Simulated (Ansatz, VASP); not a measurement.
**Al3Cu2: VASP beside Ansatz**

```
CELL_PARAMETERS angstrom
4.05572 0.00000 0.00000
-2.02786 3.51235 0.00000
0.00000 0.00000 4.93155
ATOMIC_POSITIONS crystal
Al 0.00000 0.00000 0.00000
Al 0.33333 0.66667 0.35089
Al 0.66667 0.33333 0.64911
Cu 0.33333 0.66667 0.84159
Cu 0.66667 0.33333 0.15841
```

Alike in both runs: task single point; functional LDA; k mesh 12 × 12 × 8; occupations gaussian, width 0.15 eV; no spin polarisation.

```csv
,VASP,Ansatz
version,VASP 6.6.1,Ansatz 0.2.0
potentials or method,"VASP PAW LDA potentials, release 64 (Al, Cu), cutoff 520 eV","scalar-relativistic, plane waves, PAW"
valence electrons in the cell,31,47
```

|  | VASP | Ansatz | Ansatz less VASP |
| --- | --- | --- | --- |
| gap on the k mesh at the Fermi level (eV) | none | none | - |
| pressure (GPa) | 0.5 | 0.0 | -0.45 |

Ansatz warns that its potentials were made for another functional, while VASP's fit it. LDA's correlation is that of Perdew and Zunger in VASP and of Perdew and Wang (1992) in Ansatz. A gap of «none» marks a metal or a gap that the smearing closes. VASP's potentials hold 31 valence electrons a cell and Ansatz's 47, so a difference there can come from the potentials and not from the codes.
